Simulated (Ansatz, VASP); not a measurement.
# SnTe: VASP beside Ansatz

File POSCAR:

```
SnTe
1.0
    0.0000000000      3.1893545730      3.1893545730
    3.1893545730      0.0000000000      3.1893545730
    3.1893545730      3.1893545730      0.0000000000
Sn Te
1 1
Direct
    0.0000000000      0.0000000000      0.0000000000
    0.5000000000      0.5000000000      0.5000000000
```

The input INCAR.step1:

```
SYSTEM = SnTe
ALGO     = Normal         ! electronic algorithm
EDIFF    = 1E-5           ! SCF threshold, eV
ENCUT    = 400            ! plane-wave cutoff, eV
GGA      = PE             ! functional
GGA_COMPAT= .FALSE.      
ISIF     = 2              ! what is computed and relaxed
ISMEAR   = -1             ! smearing method
LASPH    = .TRUE.         ! aspherical terms in the spheres
LCHARG   = .FALSE.        ! write CHGCAR
LREAL    = .FALSE.        ! projectors in reciprocal space
LWAVE    = .TRUE.         ! write WAVECAR
NBANDS   = 17             ! bands
NELM     = 120            ! most SCF steps
PREC     = Accurate       ! precision mode
SIGMA    = 0.02           ! smearing width, eV
```

Contents of INCAR.step2:

```
SYSTEM = SnTe
ALGO     = Normal         ! electronic algorithm
EDIFF    = 1E-6           ! SCF threshold, eV
ENCUT    = 400            ! plane-wave cutoff, eV
GGA      = PE             ! functional
GGA_COMPAT= .FALSE.      
HFSCREEN = 0.2079         ! screening, 1/A
ISIF     = 2              ! what is computed and relaxed
ISMEAR   = -1             ! smearing method
ISTART   = 1            
LASPH    = .TRUE.         ! aspherical terms in the spheres
LCHARG   = .FALSE.        ! write CHGCAR
LHFCALC  = .TRUE.         ! exact exchange
LREAL    = .FALSE.        ! projectors in reciprocal space
LWAVE    = .FALSE.        ! write WAVECAR
NBANDS   = 17             ! bands
NELM     = 120            ! most SCF steps
PREC     = Accurate       ! precision mode
PRECFOCK = Normal       
SIGMA    = 0.02           ! smearing width, eV
```

KPOINTS

```
k-points
0
G
  6 6 6
  0 0 0
```

Input for Ansatz:

```yaml
crystal:
  lattice:
    - [0.0, 3.189354573, 3.189354573]
    - [3.189354573, 0.0, 3.189354573]
    - [3.189354573, 3.189354573, 0.0]
  atoms:
    - { symbol: Sn, position: [0.0, 0.0, 0.0] }
    - { symbol: Te, position: [0.5, 0.5, 0.5] }
kpoints:
  mp_grid: { grid: [6, 6, 6] }
  band_path:
    path:
      - [0.0, 0.0, 0.0]
      - [0.5, 0.0, 0.5]
      - [0.625, 0.25, 0.625]
      - [0.375, 0.375, 0.75]
      - [0.5, 0.5, 0.5]
      - [0.5, 0.25, 0.75]
    npoints: 1
hamiltonian:
  xc: hse06
scf:
  occupations: { method: fermi_dirac, width: 0.02 }
  n_extra_bands: 4
output:
  forces: true
  stress: true
  eigenvalues: true
```

Alike in both runs: task single point; functional HSE06; k mesh 6 × 6 × 6; occupations fermi-dirac, width 0.02 eV; no spin polarisation.

|  | VASP | Ansatz |
| --- | --- | --- |
| version | VASP 6.6.1 | Ansatz 0.2.0 |
| potentials or method | VASP PAW PBE potentials, release 64 (Sn_d, Te) | plane waves, PAW |
| plane-wave cutoff (eV) | 400 | 420 |
| valence electrons in the cell | 20 | 30 |

VASP gave:

* pressure (GPa): -0.5

Q: What did Ansatz give for the same quantities?

A: Pressure (GPa): -0.3.

VASP's potentials hold 20 valence electrons a cell and Ansatz's 30, so a difference there can come from the potentials and not from the codes. Ansatz's warnings: stress exchange threshold loose, stress scf threshold loose.

Neither program's run includes spin-orbit coupling.
